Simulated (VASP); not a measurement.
PbS, 4 atoms in the cell. Symmetry: Cmc2_1, No. 36, orthorhombic system. Conventional cell: a = 5.893 Å, b = 5.910 Å, c = 6.491 Å, α = 90.00°, β = 90.00°, γ = 90.00°. Within 3.7 Å of Pb (site symmetry m) lie 6 S at 2.82 to 3.67 Å. S (site symmetry m) has 6 Pb at 2.82 to 3.67 Å within 3.7 Å. 

```yaml
Program: VASP 6.6.1
Task: single point
Functional: PBE
Potentials_or_basis: VASP PAW PBE potentials, release 64 (Pb_d, S)
Cutoff: 520 eV
k_mesh: 4 × 4 × 4
Occupations: gaussian, width 0.1 eV
Spin: no spin polarisation
Dipole_correction: no
Further_INCAR_settings: ALGO = Normal; EDIFF = 1e-07; NBANDS = 28
```

Potentials or basis: VASP PAW PBE potentials, release 64 (Pb_d, S).

Launch:

```console
$ cat potpaw_PBE.64/Pb_d/POTCAR potpaw_PBE.64/S/POTCAR > POTCAR
$ mpirun -np 1 vasp_std > vasp.out
```

Hardware: 1 thread of Intel Xeon 8259CL, on a shared host.

Task: How long does it take, and how much memory?

Result: Wall time 81 s on 1 thread of Intel Xeon 8259CL, with other jobs on the host, peak memory 0.24 GiB. Counts: scf iterations 17, k points 21.
